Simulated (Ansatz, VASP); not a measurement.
# Two plane-wave programs on NaI

```
CELL_PARAMETERS angstrom
5.41644 0.00000 0.00000
-2.70822 4.69078 0.00000
0.00000 0.00000 6.46221
ATOMIC_POSITIONS crystal
Na 0.33333 0.66667 0.25000
Na 0.66667 0.33333 0.75000
I 0.66667 0.33333 0.25000
I 0.33333 0.66667 0.75000
```

Alike in both runs: task single point; functional PBE; k mesh 6 × 6 × 4; non-collinear spin, spin-orbit coupling.

|  | VASP | Ansatz |
| --- | --- | --- |
| version | VASP 6.6.1 | Ansatz 0.2.0 |
| potentials or method | VASP PAW PBE potentials, release 64 (Na_pv, I) | plane waves, PAW |
| plane-wave cutoff (eV) | 520 | 420 |
| occupations | gaussian, width 0.01 eV | fixed |
| valence electrons in the cell | 28 | 52 |

|  | VASP | Ansatz | Ansatz less VASP |
| --- | --- | --- | --- |
| pressure (GPa) | 0.4 | 0.4 | -0.02 |
| net moment per atom (μB) | 0.00 | 0.00 | 0.000 |

VASP's potentials hold 28 valence electrons a cell and Ansatz's 52, so a difference there can come from the potentials and not from the codes.
